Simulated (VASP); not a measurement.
Input of a VASP 6.6.1 run:

Contents of INCAR:

```
ALGO = Normal
EDIFF = 1E-8
ENCUT = 410
GGA = PE
GGA_COMPAT = F
ISIF = 2
ISMEAR = 0
LASPH = T
LCHARG = F
LEFG = T
LREAL = F
LWAVE = F
NBANDS = 50
NELM = 120
PREC = Accurate
SIGMA = 0.01
```

KPOINTS

```
k-points
0
Gamma
  2 5 4
```

The input POSCAR:

```
GeSe
1.0
   10.7900000000      0.0000000000      0.0000000000
    0.0000000000      3.8200000000      0.0000000000
    0.0000000000      0.0000000000      4.3800000000
Ge Se
4 4
Direct
    0.1210000000      0.7500000000      0.8940000000
    0.6210000000      0.7500000000      0.6060000000
    0.3790000000      0.2500000000      0.3940000000
    0.8790000000      0.2500000000      0.1060000000
    0.8520000000      0.7500000000      0.4970000000
    0.3520000000      0.7500000000      0.0030000000
    0.6480000000      0.2500000000      0.9970000000
    0.1480000000      0.2500000000      0.5030000000
```

Potentials or basis: VASP PAW PBE potentials, release 64 (Ge_d, Se).

Run with:

```bash
$ cat potpaw_PBE.64/Ge_d/POTCAR potpaw_PBE.64/Se/POTCAR > POTCAR
$ mpirun -np 1 vasp_std > vasp.out
```

Estimate the largest force.

0.245 eV/Å.

What does it give for the band gap on the k mesh?

0.73 eV.

Estimate the pressure.

3.1 GPa.

Electric field gradients, principal values (V/Å²):
| atom | least | middle | greatest (by size) |
| --- | --- | --- | --- |
| 1 Ge | 24.936 | 37.905 | -62.840 |
| 2 Ge | 24.936 | 37.905 | -62.840 |
| 3 Ge | 24.936 | 37.905 | -62.840 |
| 4 Ge | 24.936 | 37.905 | -62.840 |
| 5 Se | 38.992 | 53.163 | -92.154 |
| 6 Se | 38.992 | 53.163 | -92.154 |
| 7 Se | 38.992 | 53.163 | -92.154 |
| 8 Se | 38.992 | 53.163 | -92.154 |

Caveat: the cell stands under pressure; without QUAD_EFG the Cq values of the log hold for a quadrupole moment of 1 mb, not for the nuclei. A k mesh can miss the band edges.
